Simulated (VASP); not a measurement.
# InSb3 (P4/mmm) in VASP: notebook, part 2 of 2

VASP 6.6.1. Earlier steps stand in the parts before.

### Step 4. Single point, PBEsol (27.84 Å³/atom)

Contents of INCAR:

```
SYSTEM = InSb3
PREC = Accurate ; ENCUT = 520
EDIFF = 1E-6 ; ISMEAR = 0
SIGMA = 0.15 ; LREAL = .FALSE.
LASPH = .TRUE. ; NELM = 60
ALGO = Normal ; ISIF = 2
LWAVE = .FALSE. ; LCHARG = .FALSE.
GGA = PS ; NBANDS = 22
```

Contents of KPOINTS:

```
Automatic mesh
0
G
  10 10 10
  0 0 0
```

Contents of POSCAR:

```
InSb3
1.0
    5.0097285279      0.0000000000      0.0000000000
    0.0000000000      5.0097285279      0.0000000000
    0.0000000000      0.0000000000      4.4371165572
In Sb
1 3
Direct
    0.0000000000      0.0000000000      0.0000000000
    0.5000000000      0.0000000000      0.5000000000
    0.0000000000      0.5000000000      0.5000000000
    0.5000000000      0.5000000000      0.0000000000
```

Command:

```sh
$ cat potpaw_PBE.64/In_d/POTCAR potpaw_PBE.64/Sb/POTCAR > POTCAR
$ mpirun -np 1 vasp_std > vasp.out
```

It took 1.8 min on 1 thread of Intel Xeon 6975P-C (Granite Rapids), shared host; peak memory 0.43 GiB.

The run converged. Its results:

* Free energy: -16.0309 eV
* Pressure: -2.8 GPa
* Band gap on the k mesh: zero (bands 14 and 15 overlap by 3.87 eV)

Stress tensor (GPa, compression positive):
```
-2.65  0.00  0.00
 0.00 -2.65  0.00
 0.00  0.00 -3.21
```

Levels at points of the mesh, in eV from the Fermi level:
```
           k point  band 10  band 11  band 12  band 13  band 14  band 15  band 16  band 17  band 18  band 19
(0.00, 0.00, 0.00)    -4.52    -3.49    -3.41     0.04     0.04     0.65     1.98     2.26     2.26     3.88
(0.50, 0.00, 0.00)    -3.33    -2.46    -2.27    -1.43    -0.56    -0.50     1.61     2.20     2.29     2.91
(0.50, 0.50, 0.00)    -1.53    -0.83    -0.80    -0.80    -0.59    -0.59     0.68     1.75     2.30     2.57
(0.00, 0.00, 0.50)    -2.76    -2.76    -2.08    -2.08    -1.54    -1.18     1.62     1.62     2.39     2.46
(0.50, 0.00, 0.50)    -2.84    -1.99    -1.93    -1.44    -1.25    -1.12    -0.92     0.87     3.47     3.64
(0.50, 0.50, 0.50)    -4.96    -4.96    -4.76    -4.71     2.69     2.79     3.62     3.62     4.14     6.19
```

Caveat: the PAW data sets were made with another functional, which shifts forces and pressure a little; spin-orbit coupling is left out, which moves the levels of the heavy elements.

### Step 5. Single point, PBEsol (27.84 Å³/atom)

Contents of INCAR:

```
PREC = Accurate ; ENCUT = 520
EDIFF = 1E-7 ; ISMEAR = 0
SIGMA = 0.15 ; LREAL = F
LASPH = T ; NELM = 60
ALGO = Normal ; ISIF = 2
LWAVE = F ; LCHARG = T
GGA = PS ; LELF = T
LVHAR = T ; NBANDS = 22
```

Contents of KPOINTS:

```
regular mesh
0
Gamma
  10 10 10
```

Contents of POSCAR:

```
InSb3
1.0
    4.6203877823      0.0000000000      0.0000000000
    0.0000000000      4.6203877823      0.0000000000
    0.0000000000      0.0000000000      5.2164178062
In Sb
1 3
Direct
    0.0000000000      0.0000000000      0.0000000000
    0.5000000000      0.0000000000      0.5000000000
    0.0000000000      0.5000000000      0.5000000000
    0.5000000000      0.5000000000      0.0000000000
```

Command:

```sh
$ cat potpaw_PBE.64/In_d/POTCAR potpaw_PBE.64/Sb/POTCAR > POTCAR
$ mpirun -np 1 vasp_std > vasp.out
```

Wall time 2 min (1 thread of Intel Xeon 6975P-C (Granite Rapids), shared host); peak memory 0.42 GiB.

It converged, with:

- Free energy: -16.0171 eV
- Pressure: -2.7 GPa
- Band gap on the k mesh: zero (bands 14 and 15 overlap by 3.78 eV)

Levels at points of the mesh, in eV from the Fermi level:
```
           k point  band 11  band 12  band 13  band 14  band 15  band 16  band 17  band 18
(0.00, 0.00, 0.00)    -3.90    -3.38     0.13     0.13     0.58     1.77     2.33     2.33
(0.50, 0.00, 0.00)    -2.44    -2.29    -1.60    -1.03    -0.81     1.65     2.27     2.43
(0.50, 0.50, 0.00)    -2.33    -2.33    -1.53    -1.44    -1.30    -1.30     0.69     4.40
(0.00, 0.00, 0.50)    -2.88    -1.93    -1.93    -0.56    -0.52     0.94     1.74     2.90
(0.50, 0.00, 0.50)    -1.20    -1.15    -1.09    -0.92    -0.74     0.15     1.42     2.53
(0.50, 0.50, 0.50)    -4.81    -4.81    -4.70     2.48     2.82     2.82     4.53     4.59
```

Caveat: the PAW data sets were made with another functional, which shifts forces and pressure a little; spin-orbit coupling is left out, which moves the levels of the heavy elements.

### Step 6. Single point, PBEsol (28.55 Å³/atom)

This run uses another cell than the first one, of 28.55 Å³/atom.

Contents of INCAR:

```
SYSTEM = InSb3
ALGO = Normal
EDIFF = 1E-6
ENCUT = 520
GGA = PS
ISIF = 2
ISMEAR = 0
LASPH = .True.
LCHARG = .False.
LREAL = .False.
LWAVE = .False.
NBANDS = 22
NELM = 80
PREC = Accurate
SIGMA = 0.15
```

Contents of KPOINTS:

```
k-points
0
Gamma
  10 10 10
  0 0 0
```

Contents of POSCAR:

```
InSb3
1.0
    4.9505268663      0.0000000000      0.0000000000
    0.0000000000      4.9505268663      0.0000000000
    0.0000000000      0.0000000000      4.6589408339
In Sb
1 3
Direct
    0.0000000000      0.0000000000      0.0000000000
    0.5000000000      0.0000000000      0.5000000000
    0.0000000000      0.5000000000      0.5000000000
    0.5000000000      0.5000000000      0.0000000000
```

Potentials or basis: VASP PAW PBE potentials, release 64 (In_d, Sb).

Command:

```sh
$ cat potpaw_PBE.64/In_d/POTCAR potpaw_PBE.64/Sb/POTCAR > POTCAR
$ mpirun -np 1 vasp_std > vasp.out
```

OUTCAR:

```text
SYSTEM = InSb3
   EDIFF = 1E-6
   ENCUT = 520
   GGA = PS
   ISIF = 2
   ISMEAR = 0
   LASPH = .True.
   LREAL = .False.
   NELM = 80
   PREC = Accurate

 ion  position               nearest neighbor table
   1  0.000  0.000  0.000-   2 3.40   3 3.40   2 3.40   3 3.40   3 3.40   3 3.40   2 3.40   2 3.40
                             4 3.50   4 3.50   4 3.50   4 3.50
   2  0.500  0.000  0.500-   1 3.40   4 3.40   1 3.40   4 3.40   4 3.40   4 3.40   1 3.40   1 3.40
                             3 3.50   3 3.50   3 3.50   3 3.50
[... 807 lines left out ...]
  --------------------------------------------------------------------------------------
  -------------------------------------------------------------------------------------
  Total       -2.7173203     -2.7173203     -2.7809933      0.0000000     -0.0000000      0.0000000
  in kB      -38.1295237    -38.1295237    -39.0229843      0.0000000     -0.0000000      0.0000000
  external PRESSURE =     -38.4273439 kB  Pullay stress =       0.0000000 kB

 VOLUME and BASIS-vectors are now :
 -----------------------------------------------------------------------------
  energy-cutoff  :      520.00
  volume of cell :      114.18
      direct lattice vectors                 reciprocal lattice vectors
     4.950526866  0.000000000  0.000000000     0.201998702  0.000000000  0.000000000
     0.000000000  4.950526866  0.000000000     0.000000000  0.201998702  0.000000000
     0.000000000  0.000000000  4.658940834     0.000000000  0.000000000  0.214641060

 POSITION                                       TOTAL-FORCE (eV/Angst)
 -----------------------------------------------------------------------------------
      0.00000      0.00000      0.00000         0.000000      0.000000      0.000000
      2.47526      0.00000      2.32947         0.000000      0.000000      0.000000
      0.00000      2.47526      2.32947         0.000000      0.000000      0.000000
      2.47526      2.47526      0.00000         0.000000      0.000000      0.000000
 -----------------------------------------------------------------------------------
    total drift:                               -0.000000     -0.000000     -0.000000

  FREE ENERGIE OF THE ION-ELECTRON SYSTEM (eV)
  ---------------------------------------------------
  free  energy   TOTEN  =       -15.9645775902 eV

  energy  without entropy=      -15.9444492993  energy(sigma->0) =      -15.95451344
```

stdout:

```text
POSCAR found type information on POSCAR InSb
 POSCAR found :  2 types and       4 ions
 scaLAPACK will be used
 -----------------------------------------------------------------------------
|                                                                             |
|                                                                             |
|     You enforced a specific xc type in the INCAR file but a different       |
|     I HOPE YOU KNOW WHAT YOU ARE DOING!                                     |
|                                                                             |
 -----------------------------------------------------------------------------

 LDA part: xc-table for (Slater+PW92), standard interpolation
 POSCAR, INCAR and KPOINTS ok, starting setup
 FFT: planning ... GRIDC
 FFT: planning ... GRID_SOFT
 FFT: planning ... GRID
 WAVECAR not read
 entering main loop
```

It took 1.8 min on 1 thread of Intel Xeon 6975P-C (Granite Rapids), shared host; peak memory 0.43 GiB.

What came out:

* Free energy: -15.9646 eV
* Pressure: -3.8 GPa
* Band gap on the k mesh: zero (bands 14 and 15 overlap by 4.04 eV)

Caveat: the cell stands under tension; the PAW data sets were made with another functional, which shifts forces and pressure a little; spin-orbit coupling is left out, which moves the levels of the heavy elements.

### Step 7. The runs side by side

| cell | gap on the mesh (eV) | pressure (GPa) |
| --- | --- | --- |
| a = 4.909, b = 4.909, c = 4.620 Å, 4 atoms | none | -2.7 |
| a = 4.528, b = 4.528, c = 5.432 Å, 4 atoms | none | -2.6 |
| a = 5.010, b = 5.010, c = 4.437 Å, 4 atoms | none | -2.8 |
| a = 4.620, b = 4.620, c = 5.216 Å, 4 atoms | none | -2.7 |
| a = 4.951, b = 4.951, c = 4.659 Å, 4 atoms | none | -3.8 |

Alike in all rows: task single point; level PBEsol; potentials or basis VASP PAW PBE potentials, release 64 (In_d, Sb); no spin polarisation; k mesh 10 × 10 × 10; cutoff (eV) 520; smearing gaussian 0.15 eV.

Caveats: the PAW data sets were made with another functional, which shifts forces and pressure a little; spin-orbit coupling is left out, which moves the levels of the heavy elements; the cell stands under tension (at least some runs).

Total energies depend on the potentials used, so only differences within one code and one set of settings carry meaning.
